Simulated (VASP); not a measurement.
# Co (P-3m1) in VASP: a series of runs

The runs below take Co through relaxation of cell and atoms, single point, with PBEsol, PBE.

Program: VASP 6.6.1. These are calculated values, not measurements. Logs are shortened: lines on timing, memory, paths and dates and some standing lists are left out, and cuts for length are marked.

## Step 1: The cell of the first run

It takes space group P-3m1 (No. 164, trigonal). The conventional cell has a = 2.487 Å, b = 2.487 Å, c = 4.063 Å, α = 90.00°, β = 90.00°, γ = 120.00°. Within 3.2 Å of Co (site symmetry 3m) lie 12 Co at 2.42 to 2.55 Å.

## Step 2: Relaxation of cell and atoms, PBEsol, collinear spin, ferromagnetic start, target pressure 30 GPa, at which the enthalpy is minimised

The input, INCAR:

```
PREC     = Accurate       # precision mode
ENCUT    = 600            # plane-wave cutoff, eV
EDIFF    = 1E-6           # SCF threshold, eV
ISMEAR   = -1             # smearing method
SIGMA    = 0.05           # smearing width, eV
LREAL    = F              # projectors in reciprocal space
LASPH    = T              # aspherical terms in the spheres
NELM     = 150            # most SCF steps
ALGO     = Fast           # electronic algorithm
ISIF     = 3              # what is computed and relaxed
LWAVE    = F              # write WAVECAR
LCHARG   = F              # write CHGCAR
ISPIN    = 2              # spin polarisation
MAGMOM   = 2 2            # initial moments
LORBIT   = 11             # projections on sites
LMAXMIX  = 4              # l up to which the mixer works
GGA      = PS             # functional
IBRION   = 2              # ionic algorithm
NSW      = 60             # ionic steps
EDIFFG   = -0.01          # ionic threshold
PSTRESS  = 300.0
```

The input, KPOINTS:

```
regular mesh
0
Gamma
  12 12 7
```

The input, POSCAR:

```
Co
1.0
    2.4873648738      0.0000000000      0.0000000000
   -1.2436824369      2.1541211692      0.0000000000
    0.0000000000      0.0000000000      4.0632895034
Co
2
Direct
    0.3333333333      0.6666666667      0.7401390000
    0.6666666667      0.3333333333      0.2598610000
```

Potentials or basis: VASP PAW PBE potentials, release 64 (Co).

Run with:

```sh
> cat potpaw_PBE.64/Co/POTCAR > POTCAR
> mpirun -np 1 vasp_std > vasp.out
```

OUTCAR:

```text
PREC = Accurate
   ENCUT = 600
   EDIFF = 1E-6
   ISMEAR = -1
   LREAL = F
   LASPH = T
   NELM = 150
   ISIF = 3
   ISPIN = 2
   LORBIT = 11
   GGA = PS
   IBRION = 2
   NSW = 60
   EDIFFG = -0.01
   PSTRESS = 300.0

 ion  position               nearest neighbor table
   1  0.333  0.667  0.740-   2 2.42   2 2.42   2 2.42   2 2.55   2 2.55   2 2.55
   2  0.667  0.333  0.260-   1 2.42   1 2.42   1 2.42   1 2.55   1 2.55   1 2.55

  LATTYP: Found a hexagonal cell.
 ALAT       =     2.4873648738
 C/A-ratio  =     1.6335719565

  Lattice vectors:

 A1 = (   2.4873648738,   0.0000000000,   0.0000000000)
 A2 = (  -1.2436824369,   2.1541211692,   0.0000000000)
 A3 = (   0.0000000000,   0.0000000000,   4.0632895034)

Analysis of symmetry for initial positions (statically):
=====================================================================
 Subroutine PRICEL returns:
 Original cell was already a primitive cell.

 Routine SETGRP: Setting up the symmetry group for a
 hexagonal supercell.

 Subroutine GETGRP returns: Found 12 space group operations
 (whereof 12 operations were pure point group operations)
 out of a pool of 24 trial point group operations.

The static configuration has the point symmetry D_3d.

Analysis of symmetry for dynamics (positions and initial velocities):
=====================================================================
 Subroutine PRICEL returns:
 Original cell was already a primitive cell.

 Routine SETGRP: Setting up the symmetry group for a
 hexagonal supercell.

 Subroutine GETGRP returns: Found 12 space group operations
 (whereof 12 operations were pure point group operations)
 out of a pool of 24 trial point group operations.

The dynamic configuration has the point symmetry D_3d.

Analysis of structural, dynamic, and magnetic symmetry:
=====================================================================
 Subroutine PRICEL returns:
 Original cell was already a primitive cell.

 Routine SETGRP: Setting up the symmetry group for a
 hexagonal supercell.

 Subroutine GETGRP returns: Found 12 space group operations
 (whereof 12 operations were pure point group operations)
 out of a pool of 24 trial point group operations.

The overall configuration has the point symmetry D_3d.

 Subroutine INISYM returns: Found 12 space group operations
 (whereof 12 operations are pure point group operations),
 and found     1 'primitive' translations

----------------------------------------------------------------------------------------

                                     Primitive cell
[... 133 lines left out ...]

 Free energy of the ion-electron system (eV)
  ---------------------------------------------------
  ext. energy  EPLUGINS =         0.00000000
  ---------------------------------------------------
  free energy    TOTEN  =       -15.41677314 eV

  energy without entropy =      -15.40142353  energy(sigma->0) =      -15.40909833

------------------------ aborting loop because EDIFF is reached ----------------------------------------

  FORCE on cell =-STRESS in cart. coord.  units (eV):
  Direction    XX          YY          ZZ          XY          YZ          ZX
  --------------------------------------------------------------------------------------
  -------------------------------------------------------------------------------------
  Total       -1.2351091     -1.2351091     -1.6286503      0.0000000     -0.0000000      0.0000000
  in kB      -90.8925945    -90.8925945   -119.8535856      0.0000000     -0.0000000      0.0000000
  external PRESSURE =    -400.5462582 kB  Pullay stress =     300.0000000 kB
[... 99 lines left out ...]
  energy  without entropy=      -15.0510739024  energy(sigma->0) =      -15.07055977

  enthalpy is  TOTEN    =       -11.5525479904 eV   P V=        3.5374976567

[... ionic steps 4 to 12 ...]

--------------------------------------- Ionic step       13  -------------------------------------------

 number of electron      17.9999998 magnetization      -0.0038763

------------------------ aborting loop because EDIFF is reached ----------------------------------------
[... 71 lines left out ...]
--------------------------------------- Ionic step       15  -------------------------------------------

 number of electron      17.9999998 magnetization       0.0008855

 Free energy of the ion-electron system (eV)
  ---------------------------------------------------
  ext. energy  EPLUGINS =         0.00000000
  ---------------------------------------------------
  free energy    TOTEN  =       -15.01649759 eV

  energy without entropy =      -14.97969481  energy(sigma->0) =      -14.99809620

 E-fermi :  12.9749     XC(G=0): -14.7025

 val. band max:       12.9738996053   @ k =   0.1667   0.1667   0.4286
 cond. band min:      12.9793607156   @ k =   0.3333   0.0833   0.0000
 fundamental gap:      0.0054611104
 Fermi energy:        12.9749406691

 spin component 1

 k-point     1 :       0.0000    0.0000    0.0000
  band No.  band energies     occupation
      1       2.8329      1.00000
      2       7.1549      1.00000
      3      10.5923      1.00000
      4      10.6420      1.00000
      5      10.6420      1.00000
      6      11.0896      1.00000
      7      11.0896      1.00000
      8      11.5777      1.00000
      9      11.5777      1.00000
     10      12.6736      0.99759
     11      13.0813      0.10655
     12      13.0813      0.10655
     13      21.3835      0.00000
     14      36.2595      0.00000
[... 403 lines left out ...]
      4       9.9379      1.00000
      5      10.6483      1.00000
      6      11.0041      1.00000
      7      11.0890      1.00000
      8      11.4507      1.00000
      9      11.6521      1.00000
     10      11.7346      1.00000
     11      13.1818      0.01572
     12      15.5882      0.00000
     13      22.8686      0.00000
     14      31.7035      0.00000
     15      36.0729      0.00000

 [... further k-points ...]

 spin component 2

 k-point     1 :       0.0000    0.0000    0.0000
  band No.  band energies     occupation
      1       2.8329      1.00000
      2       7.1551      1.00000
      3      10.5927      1.00000
      4      10.6424      1.00000
      5      10.6424      1.00000
      6      11.0901      1.00000
      7      11.0901      1.00000
      8      11.5782      1.00000
      9      11.5782      1.00000
     10      12.6736      0.99759
     11      13.0818      0.10547
     12      13.0818      0.10547
     13      21.3838      0.00000
     14      36.2595      0.00000
[... 448 lines left out ...]
  energy  without entropy=      -14.9796948133  energy(sigma->0) =      -14.99809620

  enthalpy is  TOTEN    =       -11.6244945939 eV   P V=        3.3920029942

 reached required accuracy - stopping structural energy minimisation

 total charge

# of ion       s       p       d       tot
------------------------------------------
    1        0.570   0.703   7.414   8.686
    2        0.570   0.703   7.414   8.686
--------------------------------------------------
tot          1.139   1.405  14.827  17.371

 magnetization (x)

# of ion       s       p       d       tot
------------------------------------------
    1       -0.000  -0.000   0.001   0.001
    2       -0.000  -0.000   0.001   0.001
--------------------------------------------------
tot         -0.000  -0.000   0.001   0.001
```

CONTCAR:

```text
Co
   1.00000000000000
     2.3468855072630936    0.0000000000000000    0.0000000000000000
    -1.1734427536315468    2.0324624690734807    0.0000000000000000
    -0.0000000000000000   -0.0000000000000000    3.7977914880913501
  Co
     2
Direct
     0.3333333332999970    0.6666666667000030    0.7500325653683526
     0.6666666667000030    0.3333333332999970    0.2499674346316475

  0.00000000E+00  0.00000000E+00  0.00000000E+00
  0.00000000E+00  0.00000000E+00  0.00000000E+00
```

Run time: 9.7 min. Hardware: 1 thread of Intel Xeon Platinum 8488C (Sapphire Rapids), shared host; peak memory 0.21 GiB.

What came out:

- Free energy: -15.0165 eV
- Relaxed volume: 9.06 Å³/atom
- Relaxed cell: a = 2.347 Å, b = 2.347 Å, c = 3.798 Å, α = 90.00°, β = 90.00°, γ = 120.00°
- Space group after relaxing (to 0.1 Å): P6_3/mmc (No. 194)
- Energy change on relaxing (the run minimises the enthalpy): +200.1 meV/atom
- Ionic steps: 15
- Pressure after relaxing: 30.1 GPa
- Largest force after relaxing: 0.004 eV/Å
- Band gap on the k mesh: zero (filled and empty bands overlap)
- Net moment: 0.00 μB per cell
- Valence electrons inside the program's atomic spheres: Co 8.69

Forces on the atoms (eV/Å):
```
Co   0.000  0.000 -0.004
Co   0.000  0.000  0.004
```

Step by step:
```tsv
step	energy change (eV)	largest force (eV/Å)	pressure (GPa)	volume (Å³)
1	0.0000	0.4297	-10.05	21.77
2	2.7812	1.3427	199.74	14.27
3	0.3267	0.9146	15.28	18.89
4	0.3925	0.9881	26.01	18.35
5	0.4319	1.0175	31.41	18.12
6	0.4412	0.4870	34.24	17.94
7	0.4227	0.0302	32.70	18.00
8	0.3632	0.0131	25.34	18.33
9	0.4006	0.0152	29.89	18.11
10	0.4010	0.0154	30.05	18.11
11	0.4014	0.0081	30.28	18.11
12	0.4014	0.0048	30.23	18.11
13	0.3969	0.0064	29.71	18.13
14	0.3995	0.0043	29.85	18.12
15	0.4003	0.0040	30.09	18.12
```

Final structure:
```
Co
1.0
     2.34689    0.00000    0.00000
    -1.17344    2.03246    0.00000
     0.00000    0.00000    3.79779
Co
2
Cartesian
  0.0000 1.3550 2.8485
  1.1734 0.6775 0.9493
```

Caveat: the cell is relaxed towards a set pressure, so the run minimises the enthalpy, not the energy; the volume moved by over 15 % at a fixed basis, so the end points are rough; the moments typed at the start vanished in this run; the PAW data sets were made with another functional, which shifts forces and pressure a little.

## Step 3: Single point, PBE, collinear spin, ferromagnetic start

The input, INCAR:

```
SYSTEM = Co
PREC = Accurate
ENCUT = 690
EDIFF = 1E-6
ISMEAR = -1
SIGMA = 0.05
LREAL = .FALSE.
LASPH = .TRUE.
NELM = 200
ALGO = Normal
ISIF = 2
LWAVE = .FALSE.
LCHARG = .FALSE.
ISPIN = 2
MAGMOM = 1 1
LORBIT = 11
NUPDOWN = 2.0
LMAXMIX = 4
GGA = PE
NBANDS = 28
GGA_COMPAT = .FALSE.
```

The input, KPOINTS:

```
Automatic mesh
0
G
  10 10 6
  0 0 0
```

POSCAR is that of step 2.

Potentials or basis: VASP PAW PBE potentials, release 64 (Co_sv).

Run with:

```sh
> cat potpaw_PBE.64/Co_sv/POTCAR > POTCAR
> mpirun -np 1 vasp_std > vasp.out
```

Wall time 2.4 min (1 thread of Intel Xeon Platinum 8259CL at 2.50GHz (Skylake/Cascade Lake), shared host); peak memory 0.22 GiB.

The run converged. Its results:

```yaml
Free_energy: -13.9874 eV
Pressure: -8.6 GPa
Largest_force: 0.620 eV/Å
Net_moment: 2.00 μB per cell
Site_moments: Co +1.06 μB
Valence_electrons_inside_the_program's_atomic_spheres: Co 15.06
```

Forces in eV/Å, atoms in the order of the input:
```
Co   0.000  0.000  0.620
Co   0.000  0.000 -0.620
```

Stress tensor (GPa, compression positive):
```
 -7.55   0.00   0.00
  0.00  -7.55   0.00
  0.00   0.00 -10.78
```

Caveat: the cell stands under tension; the total moment is fixed, so each spin has its own Fermi level and the state may be an excited one.

## Step 4: Single point, PBE, collinear spin, ferromagnetic start

The input, INCAR:

```
SYSTEM = Co
PREC = Accurate ; ENCUT = 690
EDIFF = 1E-6 ; ISMEAR = -1
SIGMA = 0.05 ; LREAL = .FALSE.
LASPH = .TRUE. ; NELM = 200
ALGO = Normal ; ISIF = 2
LWAVE = .FALSE. ; LCHARG = .FALSE.
ISPIN = 2 ; MAGMOM = 4 4
LORBIT = 11 ; NUPDOWN = 8.0
LMAXMIX = 4 ; GGA = PE
NBANDS = 28 ; GGA_COMPAT = .FALSE.
```

The input, KPOINTS:

```
regular mesh
0
G
  10 10 6
  0 0 0
```

POSCAR is that of step 3.

Potentials or basis: VASP PAW PBE potentials, release 64 (Co_sv).

Run with:

```sh
> cat potpaw_PBE.64/Co_sv/POTCAR > POTCAR
> mpirun -np 1 vasp_std > vasp.out
```

OUTCAR:

```text
SYSTEM = Co
   PREC = Accurate
   ENCUT = 690
   EDIFF = 1E-6
   ISMEAR = -1
   LREAL = .FALSE.
   LASPH = .TRUE.
   NELM = 200
   ISIF = 2
   ISPIN = 2
   LORBIT = 11
   NUPDOWN = 8.0
   GGA = PE

 ion  position               nearest neighbor table
   1  0.333  0.667  0.740-   2 2.42   2 2.42   2 2.42
   2  0.667  0.333  0.260-   1 2.42   1 2.42   1 2.42

  LATTYP: Found a hexagonal cell.
 ALAT       =     2.4873648738
 C/A-ratio  =     1.6335719565

  Lattice vectors:

 A1 = (   2.4873648738,   0.0000000000,   0.0000000000)
 A2 = (  -1.2436824369,   2.1541211692,   0.0000000000)
 A3 = (   0.0000000000,   0.0000000000,   4.0632895034)

Analysis of symmetry for initial positions (statically):
=====================================================================
 Subroutine PRICEL returns:
 Original cell was already a primitive cell.

 Routine SETGRP: Setting up the symmetry group for a
 hexagonal supercell.

 Subroutine GETGRP returns: Found 12 space group operations
 (whereof 12 operations were pure point group operations)
 out of a pool of 24 trial point group operations.

The static configuration has the point symmetry D_3d.

Analysis of symmetry for dynamics (positions and initial velocities):
=====================================================================
 Subroutine PRICEL returns:
 Original cell was already a primitive cell.

 Routine SETGRP: Setting up the symmetry group for a
 hexagonal supercell.

 Subroutine GETGRP returns: Found 12 space group operations
 (whereof 12 operations were pure point group operations)
 out of a pool of 24 trial point group operations.

The dynamic configuration has the point symmetry D_3d.

Analysis of structural, dynamic, and magnetic symmetry:
[... 148 lines left out ...]

 number of electron      34.0000002 magnetization       8.0000001

 Free energy of the ion-electron system (eV)
  ---------------------------------------------------
  ext. energy  EPLUGINS =         0.00000000
  ---------------------------------------------------
  free energy    TOTEN  =        -2.29481786 eV

  energy without entropy =       -2.26984017  energy(sigma->0) =       -2.28232901

 E-fermi :  10.7813     XC(G=0): -13.9855

 val. band max:       20.4245775612   @ k =   0.4000   0.2000   0.1667
 cond. band min:      10.7835152035   @ k =   0.3000   0.2000   0.3333
 fundamental gap:     -9.6410623577
 Fermi energy:        20.5010043517

 spin component 1

 k-point     1 :       0.0000    0.0000    0.0000
  band No.  band energies     occupation
      1     -86.4799      1.00000
      2     -86.4269      1.00000
      3     -49.7325      1.00000
      4     -49.5317      1.00000
      5     -49.5317      1.00000
      6     -49.4866      1.00000
[... 733 lines left out ...]
     27      33.1898      0.00000
     28      33.8461      0.00000

 [... further k-points ...]

 spin component 2

 k-point     1 :       0.0000    0.0000    0.0000
  band No.  band energies     occupation
      1     -82.6411      1.00000
      2     -82.5835      1.00000
      3     -46.0202      1.00000
      4     -45.7601      1.00000
      5     -45.7601      1.00000
      6     -45.7114      1.00000
[... 733 lines left out ...]
     27      35.1701      0.00000
     28      36.0021      0.00000

 [... further k-points ...]

------------------------ aborting loop because EDIFF is reached ----------------------------------------

  FORCE on cell =-STRESS in cart. coord.  units (eV):
  Direction    XX          YY          ZZ          XY          YZ          ZX
  --------------------------------------------------------------------------------------
  -------------------------------------------------------------------------------------
  Total       14.3453131     14.3453131     15.7081786      0.0000000      0.0000000      0.0000000
  in kB     1055.6822579   1055.6822579   1155.9765436      0.0000000      0.0000000      0.0000000
  external PRESSURE =    1089.1136865 kB  Pullay stress =       0.0000000 kB

 VOLUME and BASIS-vectors are now :
 -----------------------------------------------------------------------------
  energy-cutoff  :      690.00
  volume of cell :       21.77
      direct lattice vectors                 reciprocal lattice vectors
     2.487364874  0.000000000  0.000000000     0.402031889  0.232113220  0.000000000
    -1.243682437  2.154121169  0.000000000     0.000000000  0.464226439  0.000000000
     0.000000000  0.000000000  4.063289503     0.000000000  0.000000000  0.246106018

 POSITION                                       TOTAL-FORCE (eV/Angst)
 -----------------------------------------------------------------------------------
     -0.00000      1.43608      3.00740        -0.000000      0.000000      1.243475
      1.24368      0.71804      1.05589         0.000000     -0.000000     -1.243475
 -----------------------------------------------------------------------------------
    total drift:                                0.000000     -0.000000      0.000000

  FREE ENERGIE OF THE ION-ELECTRON SYSTEM (eV)
  ---------------------------------------------------
  free  energy   TOTEN  =        -2.2948178618 eV

  energy  without entropy=       -2.2698401668  energy(sigma->0) =       -2.28232901

 total charge

# of ion       s       p       d       tot
------------------------------------------
    1        2.342   6.248   6.272  14.862
    2        2.342   6.248   6.272  14.862
--------------------------------------------------
tot          4.684  12.496  12.545  29.724

 magnetization (x)

# of ion       s       p       d       tot
------------------------------------------
    1        0.116   0.181   3.021   3.319
    2        0.116   0.181   3.021   3.319
--------------------------------------------------
tot          0.232   0.362   6.043   6.637
```

stdout:

```text
POSCAR found type information on POSCAR Co
 POSCAR found :  1 types and       2 ions
 scaLAPACK will be used
 LDA part: xc-table for (Slater+PW92), standard interpolation
 POSCAR, INCAR and KPOINTS ok, starting setup
 FFT: planning ... GRIDC
 FFT: planning ... GRID_SOFT
 FFT: planning ... GRID
 WAVECAR not read
 entering main loop
```

It took 2.3 min on 1 thread of Intel Xeon Platinum 8259CL at 2.50GHz (Skylake/Cascade Lake), shared host; peak memory 0.22 GiB.

Results:

```yaml
Free_energy: -2.2948 eV
Pressure: 108.9 GPa
Largest_force: 1.243 eV/Å
Net_moment: 8.00 μB per cell
Site_moments: Co +3.32 μB
Valence_electrons_inside_the_program's_atomic_spheres: Co 14.86
```

Forces on the atoms (eV/Å):
```
Co   0.000  0.000  1.243
Co   0.000  0.000 -1.243
```

Caveat: the stress differs along the axes, from 106 to 116 GPa; the total moment is fixed, so each spin has its own Fermi level and the state may be an excited one; forces of over 1 eV/Å act on the atoms, so gaps and moduli don't describe the material at rest.
